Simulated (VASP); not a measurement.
A run of VASP 6.6.1 is set up as follows.

File INCAR:

```
PREC     = Accurate       # precision mode
ENCUT    = 520            # plane-wave cutoff, eV
EDIFF    = 1E-7           # SCF threshold, eV
ISMEAR   = 0              # smearing method
SIGMA    = 0.01           # smearing width, eV
LREAL    = F              # projectors in reciprocal space
LASPH    = T              # aspherical terms in the spheres
NELM     = 150            # most SCF steps
ALGO     = Normal         # electronic algorithm
ISIF     = 2              # what is computed and relaxed
LWAVE    = F              # write WAVECAR
LCHARG   = F              # write CHGCAR
LNONCOLLINEAR= T              # non-collinear magnetism
MAGMOM   = 0 0 0 0 0 0    # initial moments
LORBIT   = 11             # projections on sites
LSORBIT  = T              # spin-orbit coupling
GGA_COMPAT= F            
LORBMOM  = T            
GGA      = PS             # functional
NBANDS   = 30             # bands
```

File KPOINTS:

```
regular mesh
0
Gamma
  10 10 10
```

Contents of POSCAR:

```
GaN
1.0
    2.2041545264      2.2041545264      0.0000000000
   -2.2041545264      2.2041545264      0.0000000000
    0.0000000000      2.2041545264      2.2965745191
Ga N
1 1
Direct
    0.0000000000      0.0000000000      0.0000000000
    0.2500000000      0.7500000000      0.5000000000
```

Potentials or basis: VASP PAW PBE potentials, release 64 (Ga_d, N).

Run with:

```bash
$ cat potpaw_PBE.64/Ga_d/POTCAR potpaw_PBE.64/N/POTCAR > POTCAR
$ mpirun -np 1 vasp_ncl > vasp.out
```

Question: Predict the pressure.

Answer: 3.4 GPa.

Question: Estimate the net moment.

Answer: 0.00 μB per cell.

Stress tensor (GPa, compression positive):
```
 5.28  0.00  0.00
 0.00  5.28  0.00
 0.00  0.00 -0.29
```

Caveat: the cell differs from its parent crystal (film at in-plane strain -0.02); the PAW data sets were made with another functional, which shifts forces and pressure a little.
